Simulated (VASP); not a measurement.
Pt, 1 atom in the cell. The structure is tetragonal, space group I4/mmm (No. 139). Conventional cell: a = 2.893 Å, b = 2.893 Å, c = 3.245 Å, α = 90.00°, β = 90.00°, γ = 90.00°. Pt (site symmetry 4/mmm) has 14 Pt at 2.61 to 3.24 Å within 3.4 Å.  This cell differs from its parent crystal: volume 13.576 Å^3 an atom, c/a of the conventional cell 0.7932.

- Program: VASP 6.6.1
- Task: single point
- Functional: LDA
- Potentials or basis: VASP PAW LDA potentials, release 64 (Pt)
- Cutoff: 520 eV
- k mesh: 22 × 22 × 22
- Occupations: gaussian, width 0.15 eV
- Spin: no spin polarisation
- Dipole correction: no
- Further INCAR settings: ALGO = Normal; EDIFF = 1e-07; NBANDS = 11

Potentials or basis: VASP PAW LDA potentials, release 64 (Pt).

Launch:

```console
$ cat potpaw_LDA.64/Pt/POTCAR > POTCAR
$ mpirun -np 1 vasp_std > vasp.out
```

Hardware: 1 thread of AMD EPYC 9R45 96-Core Processor (Zen 5), with other jobs on the host.

**Question.** Estimate the wall time of this run.

**Answer.** Wall time 50 s on 1 thread of AMD EPYC 9R45 96-Core Processor (Zen 5) (shared host), peak memory 0.2 GiB. Counts: scf iterations 11, k points 834.
